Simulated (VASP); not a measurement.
# LaAsRuO (P4/nmm) in VASP: single point with PBE+D3(BJ)

Aim: the single point of LaAsRuO with PBE+D3(BJ).

Everything below comes from runs of VASP 6.6.1. Logs are shortened: lines on timing, memory, paths and dates and some standing lists are left out, and cuts for length are marked.

### Step 1. The cell of the first run

Symmetry: P4/nmm, No. 129, tetragonal system. Conventional cell: a = 4.188 Å, b = 4.188 Å, c = 9.116 Å, α = 90.00°, β = 90.00°, γ = 90.00°. Within 3.7 Å of La (site symmetry 4mm) lie 4 Ru at 2.84 Å and 5 As at 3.14 to 3.65 Å and 4 O at 3.37 Å. As (site symmetry 4mm) has 4 O at 2.15 Å within 2.8 Å. Ru (site symmetry -4m2) has 4 La at 2.84 Å and 4 Ru at 2.96 Å within 3.7 Å. O (site symmetry -4m2) has 4 As at 2.15 Å within 2.8 Å.

### Step 2. Single point, PBE+D3(BJ)

Contents of INCAR:

```
SYSTEM = LaAsRuO
PREC = Accurate
ENCUT = 520
EDIFF = 1E-6
ISMEAR = -1
SIGMA = 0.05
LREAL = .FALSE.
LASPH = .TRUE.
NELM = 80
ALGO = Normal
ISIF = 2
LWAVE = .FALSE.
LCHARG = .FALSE.
GGA = PE
IVDW = 12
NBANDS = 46
```

Contents of KPOINTS:

```
Automatic mesh
0
G
  7 7 3
  0 0 0
```

Contents of POSCAR:

```
LaAsRuO
1.0
    4.1875720000      0.0000000000      0.0000000000
    0.0000000000      4.1875720000      0.0000000000
    0.0000000000      0.0000000000      9.1158540000
La As Ru O
2 2 2 2
Direct
    0.0000000000      0.5000000000      0.7898370005
    0.5000000000      0.0000000000      0.2101629995
    0.0000000000      0.5000000000      0.4451849997
    0.5000000000      0.0000000000      0.5548150003
    0.0000000000      0.0000000000      0.0000000000
    0.5000000000      0.5000000000      0.0000000000
    0.0000000000      0.0000000000      0.5000000000
    0.5000000000      0.5000000000      0.5000000000
```

Potentials or basis: VASP PAW PBE potentials, release 64 (La, As, Ru_pv, O).

Run with:

```console
cat potpaw_PBE.64/La/POTCAR potpaw_PBE.64/As/POTCAR potpaw_PBE.64/Ru_pv/POTCAR potpaw_PBE.64/O/POTCAR > POTCAR
mpirun -np 1 vasp_std > vasp.out
```

OUTCAR:

```text
SYSTEM = LaAsRuO
   PREC = Accurate
   ENCUT = 520
   EDIFF = 1E-6
   ISMEAR = -1
   LREAL = .FALSE.
   LASPH = .TRUE.
   NELM = 80
   ISIF = 2
   GGA = PE
   IVDW = 12
 IVDW          = 12

 ion  position               nearest neighbor table
   1  0.000  0.500  0.790-   5 2.84   6 2.84   5 2.84   6 2.84   3 3.14
   2  0.500  0.000  0.210-   5 2.84   6 2.84   6 2.84   5 2.84   4 3.14
   3  0.000  0.500  0.445-   7 2.15   8 2.15   7 2.15   8 2.15   1 3.14
   4  0.500  0.000  0.555-   7 2.15   8 2.15   8 2.15   7 2.15   2 3.14
   5  0.000  0.000  0.000-   1 2.84   2 2.84   1 2.84   2 2.84   6 2.96   6 2.96   6 2.96   6 2.96

   6  0.500  0.500  0.000-   1 2.84   2 2.84   2 2.84   1 2.84   5 2.96   5 2.96   5 2.96   5 2.96

   7  0.000  0.000  0.500-   3 2.15   4 2.15   3 2.15   4 2.15
   8  0.500  0.500  0.500-   3 2.15   4 2.15   4 2.15   3 2.15

  LATTYP: Found a simple tetragonal cell.
 ALAT       =     4.1875720000
 C/A-ratio  =     2.1768829288

  Lattice vectors:

 A1 = (   4.1875720000,   0.0000000000,   0.0000000000)
 A2 = (   0.0000000000,   4.1875720000,   0.0000000000)
 A3 = (   0.0000000000,   0.0000000000,   9.1158540000)

Analysis of symmetry for initial positions (statically):
=====================================================================
 Subroutine PRICEL returns:
 Original cell was already a primitive cell.

 Routine SETGRP: Setting up the symmetry group for a
 simple tetragonal supercell.

 Subroutine GETGRP returns: Found 16 space group operations
 (whereof  8 operations were pure point group operations)
 out of a pool of 16 trial point group operations.

The static configuration has the point symmetry D_2d.
 The point group associated with its full space group is D_4h.

Analysis of symmetry for dynamics (positions and initial velocities):
=====================================================================
 Subroutine PRICEL returns:
 Original cell was already a primitive cell.

 Routine SETGRP: Setting up the symmetry group for a
 simple tetragonal supercell.

 Subroutine GETGRP returns: Found 16 space group operations
 (whereof  8 operations were pure point group operations)
 out of a pool of 16 trial point group operations.

The dynamic configuration has the point symmetry D_2d.
 The point group associated with its full space group is D_4h.

 Subroutine INISYM returns: Found 16 space group operations
 (whereof  8 operations are pure point group operations),
 and found     1 'primitive' translations

[... 108 lines left out ...]
   ISYM   =      2    0-nonsym 1-usesym 2-fastsym
   POTIM  = 0.5000    time-step for ionic-motion
   TEBEG  =    0.0;   TEEND  =   0.0 temperature during run
   PSTRESS=    0.0 pullay stress
   NELECT =      72.0000    total number of electrons
   NUPDOWN=      -1.0000    fix difference up-down
   EMIN   =  10.00;   EMAX   =-10.00  energy-range for DOS
   EFERMI =   0.00;   METHOD = LEGACY
   ISMEAR =    -1;   SIGMA  =   0.05  broadening in eV -4-tet -1-fermi 0-gaus
   EFERMI_NEDOS =   21; number of points for ismear=-14 and -15
   IALGO  =     38    algorithm
   IMIX   =      4    mixing-type and parameters
     AMIX     =   0.40;   BMIX     =  1.00
     AMIX_MAG =   1.60;   BMIX_MAG =  1.00
  volume/ion in A,a.u.               =      19.98       134.84
  Fermi-wavevector in a.u.,A,eV,Ry     =   1.254907  2.371431 21.426354  1.574793
  Thomas-Fermi vector in A             =   2.388690
   LORBIT       =      0    0 simple, 1 ext, 2 COOP (PROOUT), +10 PAW based schemes
   GGA     = PE    functional components
   LHFCALC =     F    Hartree Fock is set to
   AEXX    =    0.0000 exact exchange contribution
   IVDW    =    12    specifies the selected vdW correction
   LEPSILON=     F    determine dielectric tensor
   LRPA    =     F    only Hartree local field effects (RPA)
 non-spin polarized calculation
  energy-cutoff  :      520.00
  volume of cell :      159.85
 maximum number of plane-waves:      4320
 NGX is ok and might be reduce to    32
   NGX = 15   NGY = 15   NGZ = 33

 number of electron      71.9999982 magnetization

 Free energy of the ion-electron system (eV)
  ---------------------------------------------------
  ext. energy  EPLUGINS =         0.00000000
  ---------------------------------------------------
  free energy    TOTEN  =       -48.82690637 eV

  energy without entropy =      -48.76234693  energy(sigma->0) =      -48.79462665

 E-fermi :   7.3179     XC(G=0): -10.5305

 val. band max:        7.3097449260   @ k =   0.2857   0.0000   0.3333
 cond. band min:       7.3185829182   @ k =   0.2857   0.1429   0.0000
 fundamental gap:      0.0088379922
 Fermi energy:         7.3179323717

 k-point     1 :       0.0000    0.0000    0.0000
  band No.  band energies     occupation
      1     -34.3308      2.00000
      2     -34.3308      2.00000
      3     -34.1360      2.00000
      4     -34.1360      2.00000
      5     -34.0747      2.00000
      6     -34.0197      2.00000
[... 969 lines left out ...]
     45      10.2948      0.00000
     46      10.4067      0.00000

------------------------ aborting loop because EDIFF is reached ----------------------------------------

 Edisp (eV)   -2.82555

 E8    (eV) :    -1.3319

  FORCE on cell =-STRESS in cart. coord.  units (eV):
  Direction    XX          YY          ZZ          XY          YZ          ZX
  --------------------------------------------------------------------------------------
  -------------------------------------------------------------------------------------
  Total      -2.53986    -2.53986    -2.90626     0.00000     0.00000     0.00000
  in kB     -25.45647   -25.45647   -29.12883     0.00000     0.00000     0.00000
  external pressure =      -26.68 kB  Pullay stress =        0.00 kB

 VOLUME and BASIS-vectors are now :
 -----------------------------------------------------------------------------
  energy-cutoff  :      520.00
  volume of cell :      159.85
      direct lattice vectors                 reciprocal lattice vectors
     4.187572000  0.000000000  0.000000000     0.238801864  0.000000000  0.000000000
     0.000000000  4.187572000  0.000000000     0.000000000  0.238801864  0.000000000
     0.000000000  0.000000000  9.115854000     0.000000000  0.000000000  0.109698993

 POSITION                                       TOTAL-FORCE (eV/Angst)
 -----------------------------------------------------------------------------------
      0.00000      2.09379      7.20004         0.000000      0.000000     -0.011972
      2.09379      0.00000      1.91582        -0.000000      0.000000      0.011972
      0.00000      2.09379      4.05824         0.000000      0.000000     -0.137117
      2.09379      0.00000      5.05761         0.000000     -0.000000      0.137117
      0.00000      0.00000      0.00000         0.000000     -0.000000      0.000000
      2.09379      2.09379      0.00000         0.000000      0.000000      0.000000
      0.00000      0.00000      4.55793         0.000000     -0.000000      0.000000
      2.09379      2.09379      4.55793         0.000000      0.000000      0.000000
 -----------------------------------------------------------------------------------
    total drift:                                0.000000     -0.000000     -0.000000

  FREE ENERGIE OF THE ION-ELECTRON SYSTEM (eV)
  ---------------------------------------------------
  free  energy   TOTEN  =       -51.6524569682 eV

  energy  without entropy=      -51.5878975333  energy(sigma->0) =      -51.62017725
```

OSZICAR:

```text
N       E                     dE             d eps       ncg     rms          rms(c)
DAV:   1     0.953562053916E+03    0.95356E+03   -0.30903E+04  2016   0.219E+03
DAV:   2     0.140439387672E+03   -0.81312E+03   -0.77825E+03  2140   0.475E+02
DAV:   3    -0.167636461381E+02   -0.15720E+03   -0.15060E+03  2624   0.220E+02
DAV:   4    -0.495669839372E+02   -0.32803E+02   -0.31161E+02  3362   0.680E+01
DAV:   5    -0.533214341445E+02   -0.37545E+01   -0.36769E+01  3368   0.257E+01    0.131E+01
DAV:   6    -0.510157543018E+02    0.23057E+01   -0.83617E+01  2920   0.196E+01    0.131E+01
DAV:   7    -0.496480695646E+02    0.13677E+01   -0.34453E+01  3040   0.251E+01    0.750E+00
DAV:   8    -0.488636764071E+02    0.78439E+00   -0.66192E+00  3370   0.110E+01    0.321E+00
DAV:   9    -0.488520295744E+02    0.11647E-01   -0.10568E+00  3200   0.440E+00    0.133E+00
DAV:  10    -0.488300082841E+02    0.22021E-01   -0.16100E-01  3168   0.239E+00    0.561E-01
DAV:  11    -0.488257394531E+02    0.42688E-02   -0.40648E-02  3144   0.812E-01    0.253E-01
DAV:  12    -0.488268522781E+02   -0.11128E-02   -0.41798E-03  3064   0.374E-01    0.109E-01
DAV:  13    -0.488268897118E+02   -0.37434E-04   -0.10610E-03  3600   0.178E-01    0.425E-02
DAV:  14    -0.488269198641E+02   -0.30152E-04   -0.28264E-04  2904   0.726E-02    0.226E-02
DAV:  15    -0.488269070676E+02    0.12797E-04   -0.98568E-05  3520   0.367E-02    0.944E-03
DAV:  16    -0.488269063657E+02    0.70184E-06   -0.83637E-06  2720   0.141E-02
   1 F= -.51652457E+02 E0= -.51620177E+02  d E =-.645594E-01
```

stdout:

```text
POSCAR found type information on POSCAR LaAsRuO
 POSCAR found :  4 types and       8 ions
 scaLAPACK will be used
 LDA part: xc-table for (Slater+PW92), standard interpolation
 POSCAR, INCAR and KPOINTS ok, starting setup
 FFT: planning ... GRIDC
 FFT: planning ... GRID_SOFT
 FFT: planning ... GRID
 WAVECAR not read
 entering main loop
```

Run time: 5.9 min. Hardware: 1 thread of Intel Xeon 6975P-C, shared host; peak memory 0.37 GiB.

What came out:

| Item | Value |
| --- | --- |
| Free energy | -51.6525 eV |
| Pressure | -2.7 GPa |
| Largest force | 0.137 eV/Å |
| Band gap on the k mesh | zero (band 36 reaches 7.74 eV, above the bottom of band 37 at 7.20 eV) |
| Dispersion energy per atom | -0.353 eV |

Forces in eV/Å, atoms in the order of the input:
```
La   0.000  0.000 -0.012
La   0.000  0.000  0.012
As   0.000  0.000 -0.137
As   0.000  0.000  0.137
Ru   0.000  0.000  0.000
Ru   0.000  0.000  0.000
O    0.000  0.000  0.000
O    0.000  0.000  0.000
```

Stress tensor (GPa, compression positive):
```
-2.55  0.00  0.00
 0.00 -2.55  0.00
 0.00  0.00 -2.91
```

Caveat: three body term missing; spin-orbit coupling is left out, which moves the levels of the heavy elements; pairwise dispersion overbinds metals, which lowers pressure and volume.
